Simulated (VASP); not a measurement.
# Cu (Fd-3m) in VASP: a series of runs

Runs on Cu. Level: r2SCAN. Tasks: relaxation of cell and atoms.

Program: VASP 6.6.1. These are calculated values, not measurements. Logs are shortened: lines on timing, memory, paths and dates and some standing lists are left out, and cuts for length are marked.

## Step 1: The cell of the first run

Symmetry: Fd-3m, No. 227, cubic system. Conventional cell: a = 4.970 Å, b = 4.970 Å, c = 4.970 Å, α = 90.00°, β = 90.00°, γ = 90.00°. Cu (site symmetry -43m) has 4 Cu at 2.15 Å within 2.8 Å.

This isn't the form of Cu at room conditions, which is fcc.

## Step 2: Relaxation of cell and atoms, r2SCAN, target pressure 20 GPa, at which the enthalpy is minimised

Input file POSCAR:

```
Cu
1.0
    0.0000000000      2.4850000000      2.4850000000
    2.4850000000      0.0000000000      2.4850000000
    2.4850000000      2.4850000000      0.0000000000
Cu
2
Direct
    0.0000000000      0.0000000000      0.0000000000
    0.2500000000      0.2500000000      0.2500000000
```

Input file INCAR.step1:

```
SYSTEM = Cu
  PREC = Accurate
  ENCUT = 600
  ISMEAR = 0
  SIGMA = 0.05
  LREAL = .FALSE.
  LASPH = .TRUE.
  NELM = 60
  GGA = PE
  ALGO = Normal
  EDIFF = 1E-4
  LWAVE = .TRUE.
  LCHARG = .FALSE.
```

Input file INCAR.step2:

```
SYSTEM = Cu
  PREC = Accurate
  ENCUT = 600
  EDIFF = 1E-6
  ISMEAR = 0
  SIGMA = 0.05
  LREAL = .FALSE.
  LASPH = .TRUE.
  NELM = 60
  ALGO = Normal
  ISIF = 3
  LWAVE = .FALSE.
  LCHARG = .FALSE.
  METAGGA = R2SCAN
  LMIXTAU = .TRUE.
  IBRION = 2
  NSW = 80
  EDIFFG = -0.01
  PSTRESS = 200.0
  ISTART = 1
```

Input file KPOINTS:

```
regular mesh
0
G
  8 8 8
  0 0 0
```

Potentials or basis: VASP PAW PBE potentials, release 64 (Cu).

Run with:

```
cat potpaw_PBE.64/Cu/POTCAR > POTCAR
cp INCAR.step1 INCAR
mpirun -np 1 vasp_std > vasp.out
cp INCAR.step2 INCAR
mpirun -np 1 vasp_std > vasp.out
```

OUTCAR:

```text
SYSTEM = Cu
   PREC = Accurate
   ENCUT = 600
   EDIFF = 1E-6
   ISMEAR = 0
   LREAL = .FALSE.
   LASPH = .TRUE.
   NELM = 60
   ISIF = 3
   METAGGA = R2SCAN
   IBRION = 2
   NSW = 80
   EDIFFG = -0.01
   PSTRESS = 200.0
   ISTART = 1

 ion  position               nearest neighbor table
   1  0.000  0.000  0.000-   2 2.15   2 2.15   2 2.15   2 2.15
   2  0.250  0.250  0.250-   1 2.15   1 2.15   1 2.15   1 2.15

  LATTYP: Found a face centered cubic cell.
 ALAT       =     4.9700000000

  Lattice vectors:

 A1 = (   0.0000000000,   2.4850000000,   2.4850000000)
 A2 = (   2.4850000000,   0.0000000000,   2.4850000000)
 A3 = (   2.4850000000,   2.4850000000,   0.0000000000)

Analysis of symmetry for initial positions (statically):
=====================================================================
 Subroutine PRICEL returns:
 Original cell was already a primitive cell.

 Routine SETGRP: Setting up the symmetry group for a
 face centered cubic supercell.

 Subroutine GETGRP returns: Found 48 space group operations
 (whereof 24 operations were pure point group operations)
 out of a pool of 48 trial point group operations.

The static configuration has the point symmetry T_d .
 The point group associated with its full space group is O_h .

Analysis of symmetry for dynamics (positions and initial velocities):
=====================================================================
 Subroutine PRICEL returns:
 Original cell was already a primitive cell.

 Routine SETGRP: Setting up the symmetry group for a
 face centered cubic supercell.

 Subroutine GETGRP returns: Found 48 space group operations
 (whereof 24 operations were pure point group operations)
 out of a pool of 48 trial point group operations.

The dynamic configuration has the point symmetry T_d .
 The point group associated with its full space group is O_h .

 Subroutine INISYM returns: Found 48 space group operations
 (whereof 24 operations are pure point group operations),
 and found     1 'primitive' translations

----------------------------------------------------------------------------------------

                                     Primitive cell

  volume of cell :      30.6909

  direct lattice vectors                    reciprocal lattice vectors
     0.000000000  2.485000000  2.485000000    -0.201207243  0.201207243  0.201207243
     2.485000000  0.000000000  2.485000000     0.201207243 -0.201207243  0.201207243
     2.485000000  2.485000000  0.000000000     0.201207243  0.201207243 -0.201207243

  length of vectors
     3.514320702  3.514320702  3.514320702     0.348501169  0.348501169  0.348501169

  position of ions in fractional coordinates (direct lattice)
     0.000000000  0.000000000  0.000000000
     0.250000000  0.250000000  0.250000000

  ion indices of the primitive-cell ions
   primitive index   ion index
                 1           1
                 2           2

----------------------------------------------------------------------------------------

 KPOINTS: regular mesh

Automatic generation of k-mesh.
 Grid dimensions read from file:
 generate k-points for:    8    8    8

 Generating k-lattice:

  Cartesian coordinates                     Fractional coordinates (reciprocal lattice)
    -0.025150905  0.025150905  0.025150905     0.125000000  0.000000000  0.000000000
     0.025150905 -0.025150905  0.025150905     0.000000000  0.125000000  0.000000000
     0.025150905  0.025150905 -0.025150905     0.000000000  0.000000000  0.125000000

  Length of vectors
     0.043562646  0.043562646  0.043562646

  Shift w.r.t. Gamma in fractional coordinates (k-lattice)
     0.000000000  0.000000000  0.000000000

 Subroutine IBZKPT returns following result:
 ===========================================

 Found     29 irreducible k-points:

 Following reciprocal coordinates:
            Coordinates               Weight
  0.000000  0.000000  0.000000      1.000000
  0.125000  0.000000  0.000000      8.000000
  0.250000  0.000000  0.000000      8.000000
  0.375000  0.000000  0.000000      8.000000
  0.500000  0.000000  0.000000      4.000000
  0.125000  0.125000  0.000000      6.000000
[... 16 lines left out ...]
  0.500000  0.250000  0.125000     48.000000
 -0.375000  0.250000  0.125000     24.000000
 [... further k-points ...]
   k-points           NKPTS =     29   k-points in BZ     NKDIM =     29   number of bands    NBANDS=     15
   number of dos      NEDOS =    301   number of ions     NIONS =      2
   total plane-waves  NPLWV =  21952
   dimension x,y,z NGX =    28 NGY =   28 NGZ =   28
   dimension x,y,z NGXF=    56 NGYF=   56 NGZF=   56
   ions per type =               2
   NGX,Y,Z   is equivalent  to a cutoff of  13.25, 13.25, 13.25 a.u.
   NGXF,Y,Z  is equivalent  to a cutoff of  26.49, 26.49, 26.49 a.u.
 SYSTEM =  Cu
   PREC   = accura    normal or accurate (medium, high low for compatibility)
   ISTART =      1    job   : 0-new  1-cont  2-samecut
   ICHARG =      0    charge: 1-file 2-atom 10-const
   ISPIN  =      1    spin polarized calculation?
   LNONCOLLINEAR =      F non collinear calculations
   LSORBIT =      F    spin-orbit coupling
   LASPH  =      T    aspherical Exc in radial PAW
   ENCUT  =  600.0 eV  44.10 Ry    6.64 a.u.   7.02  7.02  7.02*2*pi/ulx,y,z
   NELM   =     60;   NELMIN=  2; NELMDL=  0     # of ELM steps
   EDIFF  = 0.1E-05   stopping-criterion for ELM
   LREAL  =      F    real-space projection
   EDIFFG = -.1E-01   stopping-criterion for IOM
   NSW    =     80    number of steps for IOM
   IBRION =      2    ionic relax: 0-MD 1-quasi-New 2-CG
   NFREE  =      1    steps in history (QN), initial steepest desc. (CG)
   ISIF   =      3    stress and relaxation
   ISYM   =      2    0-nonsym 1-usesym 2-fastsym
   POTIM  = 0.5000    time-step for ionic-motion
   TEBEG  =    0.0;   TEEND  =   0.0 temperature during run
   PSTRESS=  200.0 pullay stress
   NELECT =      22.0000    total number of electrons
   NUPDOWN=      -1.0000    fix difference up-down
   EMIN   =  10.00;   EMAX   =-10.00  energy-range for DOS
   EFERMI =   0.00;   METHOD = LEGACY
   ISMEAR =     0;   SIGMA  =   0.05  broadening in eV -4-tet -1-fermi 0-gaus
   EFERMI_NEDOS =   21; number of points for ismear=-14 and -15
   IALGO  =     38    algorithm
   IMIX   =      4    mixing-type and parameters
     AMIX     =   0.40;   BMIX     =  1.00
     AMIX_MAG =   1.60;   BMIX_MAG =  1.00
  volume/ion in A,a.u.               =      15.35       103.56
  Fermi-wavevector in a.u.,A,eV,Ry     =   1.465141  2.768714 29.206773  2.146637
  Thomas-Fermi vector in A             =   2.581033
   LORBIT       =      0    0 simple, 1 ext, 2 COOP (PROOUT), +10 PAW based schemes
   METAGGA = R2SCAN    functional components
   LHFCALC =     F    Hartree Fock is set to
   AEXX    =    0.0000 exact exchange contribution
   IVDW    =     0    specifies the selected vdW correction
   LEPSILON=     F    determine dielectric tensor
   LRPA    =     F    only Hartree local field effects (RPA)
 conjugate gradient relaxation of ions
 non-spin polarized calculation
 Gauss-broadening in eV      SIGMA  =   0.05
  energy-cutoff  :      600.00
  volume of cell :       30.69
 maximum number of plane-waves:      1036
   NGX = 13   NGY = 13   NGZ = 13

--------------------------------------- Ionic step        1  -------------------------------------------

 number of electron      22.0000024 magnetization

 Free energy of the ion-electron system (eV)
  ---------------------------------------------------
  ext. energy  EPLUGINS =         0.00000000
  ---------------------------------------------------
  free energy    TOTEN  =       -19.19070396 eV

  energy without entropy =      -19.18975317  energy(sigma->0) =      -19.19022856

------------------------ aborting loop because EDIFF is reached ----------------------------------------

  FORCE on cell =-STRESS in cart. coord.  units (eV):
  Direction    XX          YY          ZZ          XY          YZ          ZX
  --------------------------------------------------------------------------------------
  -------------------------------------------------------------------------------------
  Total        3.1724187      3.1724187      3.1724187      0.0000000      0.0000000      0.0000000
  in kB      165.6120385    165.6120385    165.6120385      0.0000000      0.0000000      0.0000000
  external PRESSURE =     -34.3879615 kB  Pullay stress =     200.0000000 kB

 VOLUME and BASIS-vectors are now :
 -----------------------------------------------------------------------------
  energy-cutoff  :      600.00
  volume of cell :       30.69
      direct lattice vectors                 reciprocal lattice vectors
     0.000000000  2.485000000  2.485000000    -0.201207243  0.201207243  0.201207243
     2.485000000  0.000000000  2.485000000     0.201207243 -0.201207243  0.201207243
     2.485000000  2.485000000  0.000000000     0.201207243  0.201207243 -0.201207243
[... 122 lines left out ...]
  FREE ENERGIE OF THE ION-ELECTRON SYSTEM (eV)
  ---------------------------------------------------
  free  energy   TOTEN  =       -19.1075891482 eV

  energy  without entropy=      -19.1066383577  energy(sigma->0) =      -19.10711375

  enthalpy is  TOTEN    =       -15.3672999528 eV   P V=        3.7402891954

--------------------------------------- Ionic step        5  -------------------------------------------

 number of electron      22.0000001 magnetization

 Free energy of the ion-electron system (eV)
  ---------------------------------------------------
  ext. energy  EPLUGINS =         0.00000000
  ---------------------------------------------------
  free energy    TOTEN  =       -19.11260250 eV

  energy without entropy =      -19.11165171  energy(sigma->0) =      -19.11212711

 E-fermi :   4.8473     XC(G=0): -11.8282

 val. band max:        4.6272219981   @ k =  -0.3750   0.3750   0.1250
 cond. band min:       4.8760062628   @ k =   0.5000   0.1250   0.0000
 fundamental gap:      0.2487842647
 Fermi energy:         4.8472900270

 k-point     1 :       0.0000    0.0000    0.0000
  band No.  band energies     occupation
      1      -3.0219      2.00000
      2       0.7917      2.00000
      3       0.7917      2.00000
      4       0.8332      2.00000
      5       0.8333      2.00000
      6       0.8333      2.00000
      7       2.3886      2.00000
      8       2.3886      2.00000
      9       2.3886      2.00000
     10       3.3293      2.00000
     11       3.3293      2.00000
     12      16.9340      0.00000
     13      16.9341      0.00000
     14      16.9341      0.00000
     15      17.5287      0.00000
[... 397 lines left out ...]
 k-point    24 :      -0.3750    0.2500    0.1250
  band No.  band energies     occupation
      1       0.4064      2.00000
      2       0.4137      2.00000
      3       0.7133      2.00000
      4       0.9832      2.00000
      5       1.2031      2.00000
      6       1.3811      2.00000
      7       2.1110      2.00000
      8       2.3845      2.00000
      9       3.3313      2.00000
     10       3.3744      2.00000
     11       4.0382      2.00000
     12       4.6251      2.00000
     13       9.7728      0.00000
     14      10.7409      0.00000
     15      16.7653      0.00000

 [... further k-points ...]

------------------------ aborting loop because EDIFF is reached ----------------------------------------

  FORCE on cell =-STRESS in cart. coord.  units (eV):
  Direction    XX          YY          ZZ          XY          YZ          ZX
  --------------------------------------------------------------------------------------
  -------------------------------------------------------------------------------------
  Total        3.7461058      3.7461058      3.7461058      0.0000000      0.0000000      0.0000000
  in kB      200.0427789    200.0427789    200.0427789      0.0000000      0.0000000      0.0000000
  external PRESSURE =       0.0427789 kB  Pullay stress =     200.0000000 kB

 VOLUME and BASIS-vectors are now :
 -----------------------------------------------------------------------------
  energy-cutoff  :      600.00
  volume of cell :       30.00
      direct lattice vectors                 reciprocal lattice vectors
     0.000000000  2.466300062  2.466300062    -0.202732834  0.202732834  0.202732834
     2.466300062  0.000000000  2.466300062     0.202732834 -0.202732834  0.202732834
     2.466300062  2.466300062 -0.000000000     0.202732834  0.202732834 -0.202732834

 POSITION                                       TOTAL-FORCE (eV/Angst)
 -----------------------------------------------------------------------------------
      0.00000      0.00000      0.00000         0.000000      0.000000      0.000000
      1.23315      1.23315      1.23315        -0.000000     -0.000000     -0.000000
 -----------------------------------------------------------------------------------
    total drift:                                0.000000      0.000000      0.000000

  FREE ENERGIE OF THE ION-ELECTRON SYSTEM (eV)
  ---------------------------------------------------
  free  energy   TOTEN  =       -19.1126025036 eV

  energy  without entropy=      -19.1116517131  energy(sigma->0) =      -19.11212711

  enthalpy is  TOTEN    =       -15.3672978468 eV   P V=        3.7453046568

 reached required accuracy - stopping structural energy minimisation
```

Run time: 2.2 min. Hardware: 1 thread of Intel Xeon 6975P-C (Granite Rapids), shared host; peak memory 0.17 GiB.

Results:

| Quantity | Value |
| --- | --- |
| Free energy | -19.1126 eV |
| Relaxed volume | 15.00 Å³/atom |
| Relaxed cell | a = 3.488 Å, b = 3.488 Å, c = 3.488 Å, α = 60.00°, β = 60.00°, γ = 60.00° |
| Space group after relaxing (to 0.1 Å) | Fd-3m (No. 227) |
| Energy change on relaxing (the run minimises the enthalpy) | +39.1 meV/atom |
| Ionic steps | 5 |
| Pressure after relaxing | 20.0 GPa |
| Band gap on the k mesh | zero (bands 11 and 12 overlap by 1.22 eV) |

The path:
```csv
step,energy change (eV),largest force (eV/Å),pressure (GPa),volume (Å³)
1,0.0000,0.0000,16.56,30.69
2,0.1809,0.0000,23.97,29.25
3,0.0803,0.0000,19.88,29.99
4,0.0831,0.0000,20.11,29.96
5,0.0781,0.0000,20.00,30.00
```

Final structure:
```xyz
2
Lattice="0.0000 2.4663 2.4663 2.4663 0.0000 2.4663 2.4663 2.4663 0.0000" Properties=species:S:1:pos:R:3 pbc="T T T"
Cu    0.0000    0.0000    0.0000
Cu    1.2332    1.2332    1.2332
```

Caveat: the cell is relaxed towards a set pressure, so the run minimises the enthalpy, not the energy; the PAW data sets were made with another functional, which shifts forces and pressure a little.

## Step 3: Relaxation of cell and atoms, r2SCAN, target pressure 30 GPa, at which the enthalpy is minimised

POSCAR is that of step 2.

Input file INCAR.step1:

```
SYSTEM = Cu
PREC = Accurate ; ENCUT = 600
ISMEAR = 0 ; SIGMA = 0.05
LREAL = .FALSE. ; LASPH = .TRUE.
NELM = 60 ; GGA = PE
ALGO = Normal ; EDIFF = 1E-4
LWAVE = .TRUE. ; LCHARG = .FALSE.
```

Input file INCAR.step2:

```
SYSTEM = Cu
PREC = Accurate ; ENCUT = 600
EDIFF = 1E-7 ; ISMEAR = 0
SIGMA = 0.05 ; LREAL = .FALSE.
LASPH = .TRUE. ; NELM = 60
ALGO = Normal ; ISIF = 3
LWAVE = .FALSE. ; LCHARG = .FALSE.
METAGGA = R2SCAN ; LMIXTAU = .TRUE.
IBRION = 2 ; NSW = 80
EDIFFG = -0.01 ; PSTRESS = 300.0
ISTART = 1
```

Input file KPOINTS:

```
Automatic mesh
0
G
  8 8 8
  0 0 0
```

Potentials or basis: VASP PAW PBE potentials, release 64 (Cu).

Run with:

```
cat potpaw_PBE.64/Cu/POTCAR > POTCAR
cp INCAR.step1 INCAR
mpirun -np 1 vasp_std > vasp.out
cp INCAR.step2 INCAR
mpirun -np 1 vasp_std > vasp.out
```

Run time: 2.2 min. Hardware: 1 thread of Intel Xeon 6975P-C (Granite Rapids), shared host; peak memory 0.17 GiB.

Results (log left out):

- Free energy: -18.8491 eV
- Relaxed volume: 14.15 Å³/atom
- Relaxed cell: a = 3.420 Å, b = 3.420 Å, c = 3.420 Å, α = 60.00°, β = 60.00°, γ = 60.00°
- Space group after relaxing (to 0.1 Å): Fd-3m (No. 227)
- Energy change on relaxing (the run minimises the enthalpy): +170.8 meV/atom
- Ionic steps: 4
- Pressure after relaxing: 29.9 GPa
- Band gap on the k mesh: zero (bands 11 and 12 overlap by 1.26 eV)

Step by step:
```tsv
step	energy change (eV)	largest force (eV/Å)	pressure (GPa)	volume (Å³)
1	0.0000	0.0000	16.56	30.69
2	1.1240	0.0000	56.74	25.32
3	0.3307	0.0000	29.55	28.35
4	0.3416	0.0000	29.94	28.29
```

Final structure:
```
Cu
1.0
     0.00000    2.41854    2.41854
     2.41854    0.00000    2.41854
     2.41854    2.41854    0.00000
Cu
2
Direct
  0.00000 0.00000 0.00000
  0.25000 0.25000 0.25000
```

Levels at points of the mesh, in eV from the Fermi level:
```csv
k point,band 9,band 10,band 11,band 12,band 13,band 14
"(0.00, 0.00, 0.00)",-2.63,-1.60,-1.60,12.59,12.59,12.59
"(0.50, 0.00, 0.00)",-2.31,-1.72,-1.72,-0.28,8.95,8.95
"(0.50, 0.50, 0.00)",-1.57,-1.57,0.35,0.35,4.22,4.22
```

Caveat: the cell is relaxed towards a set pressure, so the run minimises the enthalpy, not the energy; the PAW data sets were made with another functional, which shifts forces and pressure a little.

The gap in the log of VASP goes by the Fermi energy; the results here count the filled bands.